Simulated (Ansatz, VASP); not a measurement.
# C: VASP beside Ansatz

```
CELL_PARAMETERS angstrom
0.00000 1.78337 1.78337
1.78337 0.00000 1.78337
1.78337 1.78337 0.00000
ATOMIC_POSITIONS crystal
C 0.75000 0.75000 0.75000
C 0.50000 0.50000 0.50000
```

Alike in both runs: functional r2SCAN; k mesh 7 × 7 × 7; occupations fermi-dirac, width 0.05 eV; no spin polarisation.

|  | VASP | Ansatz |
| --- | --- | --- |
| version | VASP 6.6.1 | Ansatz 0.2.0 |
| potentials or method | VASP PAW PBE potentials, release 64 (C_h) | Ansatz PAW |
| plane-wave cutoff (eV) | 910 | 500 |
| valence electrons in the cell | 8 | 8 |
| task | single point | projected density of states |

|  | VASP | Ansatz | Ansatz less VASP |
| --- | --- | --- | --- |
| gap on the k mesh at the Fermi level (eV) | 4.50 | 4.49 | -0.002 |
| least direct gap on the mesh (eV) | 5.88 | 5.88 | +0.001 |

VASP's potentials were made for PBE, not for r2SCAN.

The k mesh is coarse, so the values compare programs but aren't converged. Noted on VASP's run: the cutoff is short for stress, so the pressure is rough. Noted on Ansatz's run: odd divisions of the mesh miss points on the zone boundary, where band edges often lie, so the gap on the mesh can be too wide.
